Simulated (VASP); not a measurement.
# HfB (R-3m) in VASP: single point with LDA

Aim: the single point of HfB with LDA.

All numbers are computed with VASP 6.6.1; they aren't measurements. Logs are shortened: lines on timing, memory, paths and dates and some standing lists are left out, and cuts for length are marked.

**1. The cell of the first run**

The structure is trigonal, space group R-3m (No. 166). The conventional cell has a = 3.185 Å, b = 3.185 Å, c = 8.417 Å, α = 90.00°, β = 90.00°, γ = 120.00°. Hf (site symmetry -3m) has 6 B at 2.31 Å and 6 Hf at 3.19 Å within 3.2 Å. Within 3.2 Å of B (site symmetry -3m) lie 6 Hf at 2.31 Å and 6 B at 3.19 Å.

**2. Single point, LDA**

INCAR

```
SYSTEM = HfB
PREC = Accurate
ENCUT = 560
EDIFF = 1E-6
ISMEAR = 0
SIGMA = 0.1
LREAL = .False.
LASPH = .True.
NELM = 120
ALGO = Normal
ISIF = 2
LWAVE = .False.
LCHARG = .False.
GGA = CA
ISYM = -1
NBANDS = 14
GGA_COMPAT = .False.
```

KPOINTS

```
explicit points
8
Reciprocal
  0.12500000   0.12500000   0.12500000 1
  0.12500000   0.12500000   0.62500000 1
  0.12500000   0.62500000   0.12500000 1
  0.12500000   0.62500000   0.62500000 1
  0.62500000   0.12500000   0.12500000 1
  0.62500000   0.12500000   0.62500000 1
  0.62500000   0.62500000   0.12500000 1
  0.62500000   0.62500000   0.62500000 1
```

POSCAR

```
HfB
1.0
    0.1181959196      2.3705841237      2.3705841237
    2.3705841237      0.1181959196      2.3705841237
    2.3705841237      2.3705841237      0.1181959196
Hf B
1 1
Direct
    0.5000000000      0.5000000000      0.5000000000
    0.0000000000      0.0000000000      0.0000000000
```

Potentials or basis: VASP PAW LDA potentials, release 64 (Hf_pv, B).

Started as:

```console
$ cat potpaw_LDA.64/Hf_pv/POTCAR potpaw_LDA.64/B/POTCAR > POTCAR
$ mpirun -np 1 vasp_std > vasp.out
```

OUTCAR:

```text
SYSTEM = HfB
   PREC = Accurate
   ENCUT = 560
   EDIFF = 1E-6
   ISMEAR = 0
   LREAL = .False.
   LASPH = .True.
   NELM = 120
   ISIF = 2
   GGA = CA
   ISYM = -1

 ion  position               nearest neighbor table
   1  0.500  0.500  0.500-   2 2.31   2 2.31   2 2.31   2 2.31   2 2.31   2 2.31
   2  0.000  0.000  0.000-   1 2.31   1 2.31   1 2.31   1 2.31   1 2.31   1 2.31

IMPORTANT INFORMATION: All symmetrisations will be switched off!
NOSYMM: (Re-)initialisation of all symmetry stuff for point group C_1.

----------------------------------------------------------------------------------------

                                     Primitive cell

  volume of cell :      24.6528

  direct lattice vectors                    reciprocal lattice vectors
     0.118195920  2.370584124  2.370584124    -0.227386054  0.216587147  0.216587147
     2.370584124  0.118195920  2.370584124     0.216587147 -0.227386054  0.216587147
     2.370584124  2.370584124  0.118195920     0.216587147  0.216587147 -0.227386054

  length of vectors
     3.354595125  3.354595125  3.354595125     0.381476607  0.381476607  0.381476607

  position of ions in fractional coordinates (direct lattice)
     0.500000000  0.500000000  0.500000000
     0.000000000  0.000000000  0.000000000

  ion indices of the primitive-cell ions
   primitive index   ion index
                 1           1
                 2           2

----------------------------------------------------------------------------------------

 KPOINTS: explicit points

Read explicit list of k-points.

 Found      8 k-points:

 Following reciprocal coordinates:
            Coordinates               Weight
  0.125000  0.125000  0.125000      0.125000
  0.125000  0.125000  0.625000      0.125000
  0.125000  0.625000  0.125000      0.125000
  0.125000  0.625000  0.625000      0.125000
  0.625000  0.125000  0.125000      0.125000
  0.625000  0.125000  0.625000      0.125000
  0.625000  0.625000  0.125000      0.125000
  0.625000  0.625000  0.625000      0.125000
   k-points           NKPTS =      8   k-points in BZ     NKDIM =      8   number of bands    NBANDS=     14
   number of dos      NEDOS =    301   number of ions     NIONS =      2
   total plane-waves  NPLWV =  21952
   dimension x,y,z NGX =    28 NGY =   28 NGZ =   28
   dimension x,y,z NGXF=    56 NGYF=   56 NGZF=   56
   ions per type =               1   1
   NGX,Y,Z   is equivalent  to a cutoff of  13.88, 13.88, 13.88 a.u.
   NGXF,Y,Z  is equivalent  to a cutoff of  27.75, 27.75, 27.75 a.u.
 SYSTEM =  HfB
[... 20 lines left out ...]
   NELECT =      13.0000    total number of electrons
   NUPDOWN=      -1.0000    fix difference up-down
   EMIN   =  10.00;   EMAX   =-10.00  energy-range for DOS
   EFERMI =   0.00;   METHOD = LEGACY
   ISMEAR =     0;   SIGMA  =   0.10  broadening in eV -4-tet -1-fermi 0-gaus
   EFERMI_NEDOS =   21; number of points for ismear=-14 and -15
   IALGO  =     38    algorithm
   IMIX   =      4    mixing-type and parameters
     AMIX     =   0.40;   BMIX     =  1.00
     AMIX_MAG =   1.60;   BMIX_MAG =  1.00
  volume/ion in A,a.u.               =      12.33        83.18
  Fermi-wavevector in a.u.,A,eV,Ry     =   1.322617  2.499383 23.800871  1.749315
  Thomas-Fermi vector in A             =   2.452285
   LORBIT       =      0    0 simple, 1 ext, 2 COOP (PROOUT), +10 PAW based schemes
   GGA     = CA    functional components
   LHFCALC =     F    Hartree Fock is set to
   AEXX    =    0.0000 exact exchange contribution
   IVDW    =     0    specifies the selected vdW correction
   LEPSILON=     F    determine dielectric tensor
   LRPA    =     F    only Hartree local field effects (RPA)
 non-spin polarized calculation
 Gauss-broadening in eV      SIGMA  =   0.10
  energy-cutoff  :      560.00
  volume of cell :       24.65
 maximum number of plane-waves:       750
 NGX is ok and might be reduce to    28
   NGX = 13   NGY = 13   NGZ = 13

 number of electron      13.0000001 magnetization

 Free energy of the ion-electron system (eV)
  ---------------------------------------------------
  ext. energy  EPLUGINS =         0.00000000
  ---------------------------------------------------
  free energy    TOTEN  =       -18.79049061 eV

  energy without entropy =      -18.76574566  energy(sigma->0) =      -18.77811813

 E-fermi :   6.7362     XC(G=0): -12.4511

 val. band max:        5.3566484195   @ k =   0.1250   0.1250   0.1250
 cond. band min:       6.7952436163   @ k =   0.1250   0.1250   0.1250
 fundamental gap:      1.4385951968
 Fermi energy:         6.7362353624

 k-point     1 :       0.1250    0.1250    0.1250
  band No.  band energies     occupation
      1     -23.1715      2.00000
      2     -22.9839      2.00000
      3     -22.9839      2.00000
      4      -3.9533      2.00000
      5       5.3566      2.00000
      6       6.7952      0.40400
      7       6.7952      0.40400
      8       8.4894      0.00000
      9       8.4894      0.00000
     10       9.3182      0.00000
     11      11.7407      0.00000
     12      11.7407      0.00000
     13      17.6193      0.00000
     14      18.6770      0.00000
[... 105 lines left out ...]
      1     -23.6181      2.00000
      2     -23.0195      2.00000
      3     -23.0195      2.00000
      4      -1.3245      2.00000
      5       2.0278      2.00000
      6       4.5156      2.00000
      7       4.5156      2.00000
      8      10.5392      0.00000
      9      10.5392      0.00000
     10      11.2252      0.00000
     11      15.8719      0.00000
     12      17.3410      0.00000
     13      17.3410      0.00000
     14      19.4212      0.00000

------------------------ aborting loop because EDIFF is reached ----------------------------------------

  FORCE on cell =-STRESS in cart. coord.  units (eV):
  Direction    XX          YY          ZZ          XY          YZ          ZX
  --------------------------------------------------------------------------------------
  -------------------------------------------------------------------------------------
  Total        2.6140127      2.6140124      2.6140133      0.0172887      0.0172859      0.0172850
  in kB      169.8839459    169.8839244    169.8839879      1.1235905      1.1234025      1.1233498
  external PRESSURE =     169.8839528 kB  Pullay stress =       0.0000000 kB

 VOLUME and BASIS-vectors are now :
 -----------------------------------------------------------------------------
  energy-cutoff  :      560.00
  volume of cell :       24.65
      direct lattice vectors                 reciprocal lattice vectors
     0.118195920  2.370584124  2.370584124    -0.227386054  0.216587147  0.216587147
     2.370584124  0.118195920  2.370584124     0.216587147 -0.227386054  0.216587147
     2.370584124  2.370584124  0.118195920     0.216587147  0.216587147 -0.227386054

 POSITION                                       TOTAL-FORCE (eV/Angst)
 -----------------------------------------------------------------------------------
      2.42968      2.42968      2.42968        -0.000000     -0.000000      0.000000
      0.00000      0.00000      0.00000         0.000000      0.000000     -0.000000
 -----------------------------------------------------------------------------------
    total drift:                               -0.000000      0.000001     -0.000000

  FREE ENERGIE OF THE ION-ELECTRON SYSTEM (eV)
  ---------------------------------------------------
  free  energy   TOTEN  =       -18.7904906101 eV

  energy  without entropy=      -18.7657456584  energy(sigma->0) =      -18.77811813
```

stdout:

```text
POSCAR found type information on POSCAR HfB
 POSCAR found :  2 types and       2 ions
 scaLAPACK will be used
 LDA part: xc-table for (Slater(with rela. corr.)+CA(PZ))
 , standard interpolation
 POSCAR, INCAR and KPOINTS ok, starting setup
 FFT: planning ... GRIDC
 FFT: planning ... GRID_SOFT
 FFT: planning ... GRID
 WAVECAR not read
 entering main loop
```

It took 4.4 s on 1 thread of Intel Xeon Platinum 8259CL at 2.50GHz (Skylake/Cascade Lake), shared host; peak memory 0.14 GiB.

Results:

```
Free energy            : -18.7905 eV
Pressure               : 17.0 GPa
Band gap on the k mesh : zero (an odd number of electrons rules out a gap without spin polarisation)
```

Caveat: the cell stands under pressure; spin-orbit coupling is left out, which moves the levels of the heavy elements.

The gap in the log of VASP goes by the Fermi energy; the results here count the filled bands.